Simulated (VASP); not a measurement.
Sn, 1 atom in the cell. It takes space group Immm (No. 71, orthorhombic). The conventional cell has a = 3.558 Å, b = 3.747 Å, c = 3.759 Å, α = 90.00°, β = 90.00°, γ = 90.00°. Sn (site symmetry mmm) has 14 Sn at 3.19 to 3.76 Å within 4.2 Å.  This cell differs from its parent crystal: ratio of the length along z to the lengths across it x 0.92, volume and fractional coordinates fixed.

| Property | Result |
| --- | --- |
| Program | VASP 6.6.1 |
| Task | single point |
| Functional | PBEsol |
| Dispersion | D3(BJ) |
| Potentials or basis | VASP PAW PBE potentials, release 64 (Sn_d) |
| Cutoff | 520 eV |
| k mesh | 26 × 26 × 26 |
| Occupations | gaussian, width 0.15 eV |
| Spin | no spin polarisation |
| Dipole correction | no |
| Further INCAR settings | ALGO = Fast; EDIFF = 1e-06; NBANDS = 13 |

Potentials or basis: VASP PAW PBE potentials, release 64 (Sn_d).

The run is started by

```sh
$ cat potpaw_PBE.64/Sn_d/POTCAR > POTCAR
$ mpirun -np 1 vasp_std > vasp.out
```

Hardware: 1 thread of Oxide Virtual Turin-like Processor, on a shared host.

Q: How long does it take, and how much memory?

A: Wall time 7.1 min on 1 thread of Oxide Virtual Turin-like Processor (shared host), peak memory 0.75 GiB. Counts: scf iterations 12, k points 2471.
